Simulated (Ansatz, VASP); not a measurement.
# One calculation of PdWSe3, two programs

File INCAR:

```
SYSTEM = PdWSe3
ALGO = Normal ; EDIFF = 1E-7
EDIFFG = -0.01 ; ENCUT = 600
GGA = PE ; IBRION = 2
ISIF = 3 ; ISMEAR = 0
LASPH = .TRUE. ; LCHARG = .FALSE.
LREAL = .FALSE. ; LWAVE = .FALSE.
NELM = 100 ; NSW = 100
PREC = Accurate ; SIGMA = 0.1
```

KPOINTS

```
k-points
0
G
  8 8 8
  0 0 0
```

POSCAR

```
PdWSe3
1.0
    4.9197402077      0.0000000000      0.0000000000
    0.0000000000      4.9197402077      0.0000000000
    0.0000000000      0.0000000000      4.9197402077
Pd W Se
1 1 3
Direct
    0.5000000000      0.5000000000      0.5000000000
    0.0000000000      0.0000000000      0.0000000000
    0.5000000000      0.0000000000      0.0000000000
    0.0000000000      0.5000000000      0.0000000000
    0.0000000000      0.0000000000      0.5000000000
```

Input for Ansatz:

```yaml
crystal:
  lattice:
    - [4.9197402077, 0.0, 0.0]
    - [0.0, 4.9197402077, 0.0]
    - [0.0, 0.0, 4.9197402077]
  atoms:
    - { symbol: Pd, position: [0.5, 0.5, 0.5] }
    - { symbol: W, position: [0.0, 0.0, 0.0] }
    - { symbol: Se, position: [0.5, 0.0, 0.0] }
    - { symbol: Se, position: [0.0, 0.5, 0.0] }
    - { symbol: Se, position: [0.0, 0.0, 0.5] }
basis:
  ecutwfc: 420
kpoints:
  mp_grid: { grid: [8, 8, 8] }
hamiltonian:
  xc: pbe
scf:
  occupations: { method: gaussian, width: 0.1 }
output:
  forces: true
  stress: true
  eigenvalues: true
  write_density: true
  write_potential: true
  elf: true
  volumetric_format: npy
relax:
  adjacent_minimum: "off"
  f_tol: 0.01
  max_steps: 80
  cell: { stress_tol: 0.05 }
```

Change from the starting cell: species swapped into the DyRu3C type (Pm-3m, No. 221).

Alike in both runs: task relaxation of cell and atoms; functional PBE; k mesh 8 × 8 × 8; occupations gaussian, width 0.1 eV; no spin polarisation.

|  | VASP | Ansatz |
| --- | --- | --- |
| version | VASP 6.6.1 | Ansatz 0.2.0 |
| potentials or method | VASP PAW PBE potentials, release 64 (Pd, W_sv, Se), cutoff 600 eV | scalar-relativistic, plane waves, PAW |
| valence electrons in the cell | 42 | 80 |

Ansatz gave:

| Item | Value |
| --- | --- |
| gap on the k mesh at the Fermi level, each at its own relaxed structure (eV) | none |
| relaxed volume (Å³/atom) | 23.73 |
| relaxed cell length with the largest relative difference (Å) | 4.914 |

**Question.** Estimate VASP's values.

**Answer.** gap on the k mesh at the Fermi level, each at its own relaxed structure (eV): none; relaxed volume (Å³/atom): 23.76; relaxed cell length with the largest relative difference (Å): 4.916.

A gap of «none» marks a metal or a gap that the smearing closes. VASP's potentials hold 42 valence electrons a cell and Ansatz's 80, so a difference there can come from the potentials and not from the codes.

Neither program's run includes spin-orbit coupling.
